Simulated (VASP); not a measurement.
# Si2B in VASP: further runs

The runs below take Si2B through single point, with PBE+D3(BJ).

Program: VASP 6.6.1. These are calculated values, not measurements. Logs are shortened: lines on timing, memory, paths and dates and some standing lists are left out, and cuts for length are marked.

### Step 1. The cell of the first run

The cell holds a sheet with vacuum, 6 atoms: a = 3.137 Å, b = 3.137 Å, c = 37.882 Å, α = 90.00°, β = 90.00°, γ = 120.00°.

### Step 2. Single point, PBE+D3(BJ)

File INCAR:

```
ALGO = Normal
DIPOL = 0.5 0.5 0.290
EDIFF = 1E-7
ENCUT = 520
GGA = PE
IDIPOL = 3
ISIF = 2
ISMEAR = 0
IVDW = 12
LASPH = T
LCHARG = F
LDIPOL = T
LREAL = F
LWAVE = F
NBANDS = 20
NELM = 100
PREC = Accurate
SIGMA = 0.1
```

File KPOINTS:

```
k-points
0
Gamma
  15 15 1
```

File POSCAR:

```
Si2B
1.0
    3.1367442147     -0.0000000036      0.0000000000
   -1.5683721042      2.7165001769      0.0000000000
    0.0000000000      0.0000000000     37.8816948800
Si B
4 2
Direct
    0.3333333333      0.6666666667      0.2071692493
    0.6666666667      0.3333333333      0.2629529366
    0.6666666667      0.3333333333      0.3735861807
    0.3333333333      0.6666666667      0.3178024934
    0.0000000000      0.0000000000      0.2370887100
    0.0000000000      0.0000000000      0.3436667200
```

Potentials or basis: VASP PAW PBE potentials, release 64 (Si, B).

The run is started by

```bash
$ cat potpaw_PBE.64/Si/POTCAR potpaw_PBE.64/B/POTCAR > POTCAR
$ mpirun -np 1 vasp_std > vasp.out
```

OUTCAR:

```text
EDIFF = 1E-7
   ENCUT = 520
   GGA = PE
   ISIF = 2
   ISMEAR = 0
   IVDW = 12
   LASPH = T
   LREAL = F
   NELM = 100
   PREC = Accurate
 IVDW          = 12

 ion  position               nearest neighbor table
   1  0.333  0.667  0.207-   5 2.14   5 2.14   5 2.14   2 2.78   2 2.78   2 2.78
   2  0.667  0.333  0.263-   5 2.06   5 2.06   5 2.06   4 2.76   4 2.76   4 2.76   1 2.78   1 2.78
                             1 2.78
   3  0.667  0.333  0.374-   6 2.14   6 2.14   6 2.14   4 2.78   4 2.78   4 2.78
   4  0.333  0.667  0.318-   6 2.06   6 2.06   6 2.06   2 2.76   2 2.76   2 2.76   3 2.78   3 2.78
                             3 2.78
   5  0.000  0.000  0.237-   2 2.06   2 2.06   2 2.06   1 2.14   1 2.14   1 2.14
   6  0.000  0.000  0.344-   4 2.06   4 2.06   4 2.06   3 2.14   3 2.14   3 2.14

  LATTYP: Found a hexagonal cell.
 ALAT       =     3.1367442147
 C/A-ratio  =    12.0767561163

  Lattice vectors:

 A1 = (   3.1367442147,  -0.0000000036,   0.0000000000)
 A2 = (  -1.5683721042,   2.7165001769,   0.0000000000)
 A3 = (   0.0000000000,   0.0000000000,  37.8816948800)

Analysis of symmetry for initial positions (statically):
=====================================================================
 Subroutine PRICEL returns:
 Original cell was already a primitive cell.

 Routine SETGRP: Setting up the symmetry group for a
 hexagonal supercell.

 Subroutine GETGRP returns: Found 12 space group operations
 (whereof  6 operations were pure point group operations)
 out of a pool of 24 trial point group operations.

The static configuration has the point symmetry C_3v.
 The point group associated with its full space group is D_3d.

Analysis of symmetry for dynamics (positions and initial velocities):
=====================================================================
 Subroutine PRICEL returns:
 Original cell was already a primitive cell.

 Routine SETGRP: Setting up the symmetry group for a
 hexagonal supercell.

 Subroutine GETGRP returns: Found 12 space group operations
 (whereof  6 operations were pure point group operations)
 out of a pool of 24 trial point group operations.

The dynamic configuration has the point symmetry C_3v.
 The point group associated with its full space group is D_3d.

 Subroutine INISYM returns: Found 12 space group operations
 (whereof  6 operations are pure point group operations),
 and found     1 'primitive' translations

----------------------------------------------------------------------------------------

                                     Primitive cell

  volume of cell :     322.7886

  direct lattice vectors                    reciprocal lattice vectors
     3.136744215 -0.000000004  0.000000000     0.318801895  0.184060360  0.000000000
    -1.568372104  2.716500177  0.000000000     0.000000000  0.368120720  0.000000000
     0.000000000  0.000000000 37.881694880     0.000000000  0.000000000  0.026397974

  length of vectors
     3.136744215  3.136744215 37.881694880     0.368120720  0.368120720  0.026397974

  position of ions in fractional coordinates (direct lattice)
     0.333333333  0.666666667  0.207169249
     0.666666667  0.333333333  0.262952937
     0.666666667  0.333333333  0.373586181
     0.333333333  0.666666667  0.317802493
     0.000000000  0.000000000  0.237088710
     0.000000000  0.000000000  0.343666720

  ion indices of the primitive-cell ions
   primitive index   ion index
                 1           1
                 2           2
                 3           3
                 4           4
                 5           5
                 6           6

----------------------------------------------------------------------------------------

 KPOINTS: k-points

Automatic generation of k-mesh.
 Grid dimensions read from file:
 generate k-points for:   15   15    1

 Generating k-lattice:

  Cartesian coordinates                     Fractional coordinates (reciprocal lattice)
     0.021253460  0.012270691  0.000000000     0.066666667  0.000000000  0.000000000
     0.000000000  0.024541381  0.000000000     0.000000000  0.066666667  0.000000000
     0.000000000  0.000000000  0.026397974     0.000000000  0.000000000  1.000000000

  Length of vectors
     0.024541381  0.024541381  0.026397974

  Shift w.r.t. Gamma in fractional coordinates (k-lattice)
     0.000000000  0.000000000  0.000000000

 Subroutine IBZKPT returns following result:
 ===========================================

 Found     27 irreducible k-points:

 Following reciprocal coordinates:
            Coordinates               Weight
  0.000000  0.000000  0.000000      1.000000
  0.066667 -0.000000  0.000000      6.000000
  0.133333 -0.000000  0.000000      6.000000
  0.200000 -0.000000  0.000000      6.000000
  0.266667 -0.000000  0.000000      6.000000
  0.333333 -0.000000  0.000000      6.000000
[... 16 lines left out ...]
  0.333333  0.200000  0.000000     12.000000
  0.400000  0.200000  0.000000      6.000000
 [... further k-points ...]
   k-points           NKPTS =     27   k-points in BZ     NKDIM =     27   number of bands    NBANDS=     20
   number of dos      NEDOS =    301   number of ions     NIONS =      6
   total plane-waves  NPLWV = 165888
   dimension x,y,z NGX =    24 NGY =   24 NGZ =  288
   dimension x,y,z NGXF=    48 NGYF=   48 NGZF=  576
   ions per type =               4   2
   NGX,Y,Z   is equivalent  to a cutoff of  12.72, 12.72, 12.64 a.u.
   NGXF,Y,Z  is equivalent  to a cutoff of  25.44, 25.44, 25.28 a.u.
 SYSTEM =  unknown system
   PREC   = accura    normal or accurate (medium, high low for compatibility)
   ISTART =      0    job   : 0-new  1-cont  2-samecut
   ICHARG =      2    charge: 1-file 2-atom 10-const
   ISPIN  =      1    spin polarized calculation?
   LNONCOLLINEAR =      F non collinear calculations
   LSORBIT =      F    spin-orbit coupling
   LASPH  =      T    aspherical Exc in radial PAW
   ENCUT  =  520.0 eV  38.22 Ry    6.18 a.u.   5.83  5.83 70.43*2*pi/ulx,y,z
   NELM   =    100;   NELMIN=  2; NELMDL= -5     # of ELM steps
   EDIFF  = 0.1E-06   stopping-criterion for ELM
   LREAL  =      F    real-space projection
   EDIFFG = 0.1E-05   stopping-criterion for IOM
   NSW    =      0    number of steps for IOM
   IBRION =     -1    ionic relax: 0-MD 1-quasi-New 2-CG
   NFREE  =      0    steps in history (QN), initial steepest desc. (CG)
   ISIF   =      2    stress and relaxation
   ISYM   =      2    0-nonsym 1-usesym 2-fastsym
   POTIM  = 0.5000    time-step for ionic-motion
   TEBEG  =    0.0;   TEEND  =   0.0 temperature during run
   PSTRESS=    0.0 pullay stress
   NELECT =      22.0000    total number of electrons
   NUPDOWN=      -1.0000    fix difference up-down
   EMIN   =  10.00;   EMAX   =-10.00  energy-range for DOS
   EFERMI =   0.00;   METHOD = LEGACY
   ISMEAR =     0;   SIGMA  =   0.10  broadening in eV -4-tet -1-fermi 0-gaus
   EFERMI_NEDOS =   21; number of points for ismear=-14 and -15
   IALGO  =     38    algorithm
   IMIX   =      4    mixing-type and parameters
     AMIX     =   0.40;   BMIX     =  1.00
     AMIX_MAG =   1.60;   BMIX_MAG =  1.00
  volume/ion in A,a.u.               =      53.80       363.05
  Fermi-wavevector in a.u.,A,eV,Ry     =   0.668718  1.263694  6.084303  0.447184
  Thomas-Fermi vector in A             =   1.743715
   LORBIT       =      0    0 simple, 1 ext, 2 COOP (PROOUT), +10 PAW based schemes
   GGA     = PE    functional components
   LHFCALC =     F    Hartree Fock is set to
   AEXX    =    0.0000 exact exchange contribution
   IVDW    =    12    specifies the selected vdW correction
   LEPSILON=     F    determine dielectric tensor
   LRPA    =     F    only Hartree local field effects (RPA)
 non-spin polarized calculation
 Gauss-broadening in eV      SIGMA  =   0.10
  energy-cutoff  :      520.00
  volume of cell :      322.79
 maximum number of plane-waves:      8756
 NGX is ok and might be reduce to    24
   NGX = 11   NGY = 11   NGZ =141

 dipolmoment           0.000000      0.000000     -0.000000 electrons x Angstroem

 number of electron      22.0000000 magnetization

 dipolmoment           0.000000      0.000000      0.000000 electrons x Angstroem

 Free energy of the ion-electron system (eV)
  ---------------------------------------------------
  ext. energy  EPLUGINS =         0.00000000
  ---------------------------------------------------
  free energy    TOTEN  =       -32.07175415 eV

  energy without entropy =      -32.06831150  energy(sigma->0) =      -32.07003283

 E-fermi :  -1.9511     XC(G=0):  -2.9873

 val. band max:       -1.9526018474   @ k =   0.0667  -0.0000   0.0000
 cond. band min:      -1.8759243306   @ k =   0.0000   0.0000   0.0000
 fundamental gap:      0.0766775167
 Fermi energy:        -1.9510951554

 k-point     1 :       0.0000    0.0000    0.0000
  band No.  band energies     occupation
      1     -16.4488      2.00000
      2     -15.7775      2.00000
      3     -12.1557      2.00000
      4      -9.8451      2.00000
      5      -6.3639      2.00000
      6      -3.2863      2.00000
[... 12 lines left out ...]
     19       3.4317      0.00000
     20       3.8536      0.00000

 k-point     2 :       0.0667   -0.0000    0.0000
  band No.  band energies     occupation
      1     -16.3672      2.00000
      2     -15.6977      2.00000
      3     -12.0716      2.00000
      4      -9.7634      2.00000
      5      -6.2893      2.00000
      6      -3.2188      2.00000
[... 12 lines left out ...]
     19       3.5203      0.00000
     20       3.9233      0.00000

 k-point     3 :       0.1333   -0.0000    0.0000
  band No.  band energies     occupation
      1     -16.1229      2.00000
      2     -15.4586      2.00000
      3     -11.8200      2.00000
      4      -9.5195      2.00000
      5      -6.0681      2.00000
      6      -3.7638      2.00000
[... 12 lines left out ...]
     19       3.6156      0.00000
     20       3.8004      0.00000

 k-point     4 :       0.2000   -0.0000    0.0000
  band No.  band energies     occupation
      1     -15.7167      2.00000
      2     -15.0610      2.00000
      3     -11.4025      2.00000
      4      -9.1195      2.00000
      5      -5.7316      2.00000
      6      -5.3201      2.00000
[... 12 lines left out ...]
     19       3.6393      0.00000
     20       4.0540      0.00000

 k-point     5 :       0.2667   -0.0000    0.0000
  band No.  band energies     occupation
      1     -15.1499      2.00000
      2     -14.5064      2.00000
      3     -10.8235      2.00000
      4      -8.5923      2.00000
      5      -6.9190      2.00000
      6      -6.5202      2.00000
[... 12 lines left out ...]
     19       4.0557      0.00000
     20       4.2152      0.00000
[... 353 lines left out ...]
      6      -7.0651      2.00000
[... 12 lines left out ...]
     19       4.1314      0.00000
     20       4.9936      0.00000

 k-point    22 :       0.2667    0.2000    0.0000
  band No.  band energies     occupation
      1     -13.4639      2.00000
      2     -12.8569      2.00000
      3      -9.1845      2.00000
      4      -8.8277      2.00000
      5      -8.2234      2.00000
      6      -7.7729      2.00000
[... 12 lines left out ...]
     19       4.1513      0.00000
     20       5.2025      0.00000

 k-point    23 :       0.3333    0.2000    0.0000
  band No.  band energies     occupation
      1     -12.5124      2.00000
      2     -11.9269      2.00000
      3     -10.1730      2.00000
      4      -9.6754      2.00000
      5      -8.1339      2.00000
      6      -7.9387      2.00000
[... 12 lines left out ...]
     19       4.0519      0.00000
     20       4.5290      0.00000

 k-point    24 :       0.4000    0.2000    0.0000
  band No.  band energies     occupation
      1     -11.4848      2.00000
      2     -11.3404      2.00000
      3     -10.8796      2.00000
      4     -10.8283      2.00000
      5      -8.0119      2.00000
      6      -7.6668      2.00000
[... 12 lines left out ...]
     19       3.8665      0.00000
     20       4.6171      0.00000

 [... further k-points ...]

------------------------ aborting loop because EDIFF is reached ----------------------------------------

 vacuum level on the upper side and lower side of the slab       (xc-potential included)        -0.012        -0.012

 Edisp (eV)   -1.63780

 E8    (eV) :    -0.6712

  FORCE on cell =-STRESS in cart. coord.  units (eV):
  Direction    XX          YY          ZZ          XY          YZ          ZX
  --------------------------------------------------------------------------------------
  -------------------------------------------------------------------------------------
  Total      -0.00060    -0.00060    -0.09635    -0.00000     0.00000    -0.00000
  in kB      -0.00295    -0.00295    -0.47823    -0.00000     0.00000    -0.00000
  external pressure =       -0.16 kB  Pullay stress =        0.00 kB

 VOLUME and BASIS-vectors are now :
 -----------------------------------------------------------------------------
  energy-cutoff  :      520.00
  volume of cell :      322.79
      direct lattice vectors                 reciprocal lattice vectors
     3.136744215 -0.000000004  0.000000000     0.318801895  0.184060360  0.000000000
    -1.568372104  2.716500177  0.000000000     0.000000000  0.368120720  0.000000000
     0.000000000  0.000000000 37.881694880     0.000000000  0.000000000  0.026397974

 POSITION                                       TOTAL-FORCE (eV/Angst)
 -----------------------------------------------------------------------------------
      0.00000      1.81100      7.84792         0.000000      0.000000      0.017546
      1.56837      0.90550      9.96110        -0.000000      0.000000     -0.016437
      1.56837      0.90550     14.15208        -0.000000     -0.000000     -0.017546
      0.00000      1.81100     12.03890         0.000000     -0.000000      0.016437
      0.00000      0.00000      8.98132        -0.000000     -0.000000      0.000220
      0.00000      0.00000     13.01868         0.000000      0.000000     -0.000220
 -----------------------------------------------------------------------------------
    total drift:                                0.000000     -0.000000     -0.000001

  FREE ENERGIE OF THE ION-ELECTRON SYSTEM (eV)
  ---------------------------------------------------
  free  energy   TOTEN  =       -33.7095556709 eV

  energy  without entropy=      -33.7061130191  energy(sigma->0) =      -33.70783434

 vacuum level on the upper side and lower side of the slab         3.182         3.183
```

Run time: 3.3 min. Hardware: 1 thread of Intel Xeon Platinum 8488C (Sapphire Rapids), shared host; peak memory 0.48 GiB.

Results:

- Free energy: -33.7096 eV
- Largest force: 0.018 eV/Å
- Band gap on the k mesh: zero (bands 11 and 12 overlap by 2.24 eV)
- Dispersion energy per atom: -0.273 eV

Forces on the atoms (eV/Å):
```
Si   0.000  0.000  0.018
Si   0.000  0.000 -0.016
Si   0.000  0.000 -0.018
Si   0.000  0.000  0.016
B    0.000  0.000  0.000
B    0.000  0.000  0.000
```

Levels at points of the mesh, in eV from the Fermi level:
```tsv
k point	band 8	band 9	band 10	band 11	band 12	band 13	band 14	band 15
(0.00, 0.00, 0.00)	0.08	0.24	0.24	0.97	3.39	3.39	4.09	4.09
```

### Step 3. Single point, PBE+D3(BJ)

This run uses another cell than the first one.

File INCAR:

```
SYSTEM = Si2B
  PREC = Accurate
  ENCUT = 520
  EDIFF = 1E-6
  ISMEAR = 0
  SIGMA = 0.1
  LREAL = .False.
  LASPH = .True.
  NELM = 100
  ALGO = Normal
  ISIF = 2
  LWAVE = .False.
  LCHARG = .False.
  LDIPOL = .True.
  IDIPOL = 3
  DIPOL = 0.5 0.5 0.290
  GGA = PE
  IVDW = 12
  NBANDS = 20
```

File KPOINTS:

```
Automatic mesh
0
Gamma
  15 15 1
  0 0 0
```

File POSCAR:

```
Si2B
1.0
    3.1286926824     -0.0000000036      0.0000000000
   -1.5643463381      2.7095273454      0.0000000000
    0.0000000000      0.0000000000     37.8816948800
Si B
4 2
Direct
    0.3333333333      0.6666666667      0.2068023807
    0.6666666667      0.3333333333      0.2629046420
    0.6666666667      0.3333333333      0.3739530493
    0.3333333333      0.6666666667      0.3178507880
    0.0000000000      0.0000000000      0.2370431828
    0.0000000000      0.0000000000      0.3437122472
```

Potentials or basis: VASP PAW PBE potentials, release 64 (Si, B).

The run is started by

```bash
$ cat potpaw_PBE.64/Si/POTCAR potpaw_PBE.64/B/POTCAR > POTCAR
$ mpirun -np 1 vasp_std > vasp.out
```

OUTCAR:

```text
SYSTEM = Si2B
   PREC = Accurate
   ENCUT = 520
   EDIFF = 1E-6
   ISMEAR = 0
   LREAL = .False.
   LASPH = .True.
   NELM = 100
   ISIF = 2
   GGA = PE
   IVDW = 12
 IVDW          = 12

 ion  position               nearest neighbor table
   1  0.333  0.667  0.207-   5 2.14   5 2.14   5 2.14   2 2.79   2 2.79   2 2.79
   2  0.667  0.333  0.263-   5 2.05   5 2.05   5 2.05   4 2.76   4 2.76   4 2.76   1 2.79   1 2.79
                             1 2.79
   3  0.667  0.333  0.374-   6 2.14   6 2.14   6 2.14   4 2.79   4 2.79   4 2.79
[... 776 lines left out ...]
  -------------------------------------------------------------------------------------
  Total       0.31720     0.31720    -0.55369    -0.00000     0.00000    -0.00000
  in kB       1.58255     1.58255    -2.76244    -0.00000     0.00000    -0.00000
  external pressure =        0.13 kB  Pullay stress =        0.00 kB

 VOLUME and BASIS-vectors are now :
 -----------------------------------------------------------------------------
  energy-cutoff  :      520.00
  volume of cell :      321.13
      direct lattice vectors                 reciprocal lattice vectors
     3.128692682 -0.000000004  0.000000000     0.319622316  0.184534030  0.000000000
    -1.564346338  2.709527345  0.000000000     0.000000000  0.369068060  0.000000000
     0.000000000  0.000000000 37.881694880     0.000000000  0.000000000  0.026397974

 POSITION                                       TOTAL-FORCE (eV/Angst)
 -----------------------------------------------------------------------------------
      0.00000      1.80635      7.83402        -0.000000      0.000000      0.120196
      1.56435      0.90318      9.95927        -0.000000     -0.000000     -0.038351
      1.56435      0.90318     14.16598         0.000000      0.000000     -0.120196
      0.00000      1.80635     12.04073        -0.000000      0.000000      0.038351
      0.00000      0.00000      8.97960         0.000000     -0.000000     -0.036420
      0.00000      0.00000     13.02040        -0.000000      0.000000      0.036420
 -----------------------------------------------------------------------------------
    total drift:                               -0.000000      0.000000      0.000005

  FREE ENERGIE OF THE ION-ELECTRON SYSTEM (eV)
  ---------------------------------------------------
  free  energy   TOTEN  =       -33.7068979744 eV

  energy  without entropy=      -33.7036406963  energy(sigma->0) =      -33.70526934

 vacuum level on the upper side and lower side of the slab         3.198         3.198
```

Wall time 3.1 min (1 thread of Intel Xeon Platinum 8488C (Sapphire Rapids), shared host); peak memory 0.48 GiB.

What came out:

```
Free energy                : -33.7069 eV
Largest force              : 0.120 eV/Å
Band gap on the k mesh     : zero (bands 11 and 12 overlap by 2.20 eV)
Dispersion energy per atom : -0.274 eV
```

Forces in eV/Å, atoms in the order of the input:
```
Si   0.000  0.000  0.120
Si   0.000  0.000 -0.038
Si   0.000  0.000 -0.120
Si   0.000  0.000  0.038
B    0.000  0.000 -0.036
B    0.000  0.000  0.036
```

The gap in the log of VASP goes by the Fermi energy; the results here count the filled bands.